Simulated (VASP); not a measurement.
# ZnCu2SnS4: single point with PBE

ZnCu2SnS4:

```
Zn Cu Sn S
1.0
    -2.76130    2.76130    5.52175
     2.76130   -2.76130    5.52175
     2.76130    2.76130   -5.52175
Zn Cu Sn S
1 2 1 4
Direct
  0.25000 0.75000 0.50000
  0.00000 0.00000 0.00000
  0.75000 0.25000 0.50000
  0.50000 0.50000 0.00000
  0.37142 0.89467 0.00782
  0.10533 0.11314 0.47675
  0.88686 0.36360 0.99218
  0.63640 0.62858 0.52325
```

This cell differs from its parent crystal: volume scaled by 1.03, then relaxed in part.

| Item | Value |
| --- | --- |
| Program | VASP 6.6.1 |
| Task | single point |
| Functional | PBE |
| Potentials or basis | VASP PAW PBE potentials, release 64 (Zn, Cu, Sn_d, S) |
| Cutoff | 520 eV |
| k mesh | 10 × 10 × 10 |
| Occupations | gaussian, width 0.1 eV |
| Spin | no spin polarisation |
| Dipole correction | no |
| Further INCAR settings | ALGO = Normal; EDIFF = 1e-06; NBANDS = 46 |

- Pressure: -1.8 GPa
- Largest force: 0.035 eV/Å

Forces in eV/Å, atoms in the order of the input:
```
Zn   0.000  0.000  0.000
Cu   0.000  0.000  0.000
Cu   0.000  0.000  0.000
Sn   0.000  0.000  0.000
S   -0.028  0.015 -0.014
S    0.015  0.028  0.014
S    0.028 -0.015 -0.014
S   -0.015 -0.028  0.014
```

Levels at points of the mesh, in eV from the Fermi level:
```
           k point  band 32  band 33  band 34  band 35  band 36  band 37  band 38  band 39  band 40  band 41
(0.00, 0.00, 0.00)    -1.56    -1.41    -0.14    -0.14    -0.08    -0.07     1.93     2.55     3.54     3.54
(0.50, 0.00, 0.00)    -1.29    -1.17    -1.10    -1.00    -0.53     1.28     2.94     3.11     3.89     3.96
(0.50, 0.50, 0.00)    -1.25    -0.83    -0.73    -0.53    -0.44     0.37     2.10     2.95     3.89     4.05
(0.50, 0.50, 0.50)    -1.12    -1.12    -1.12    -0.85    -0.85     1.04     1.97     1.97     2.26     3.03
```

It took 15 min on 1 thread of Intel(R) Xeon(R) 6975P-C (Granite Rapids), on a shared host, peak memory 1.1 GiB.

Caveat: spin-orbit coupling is left out, which moves the levels of the heavy elements.
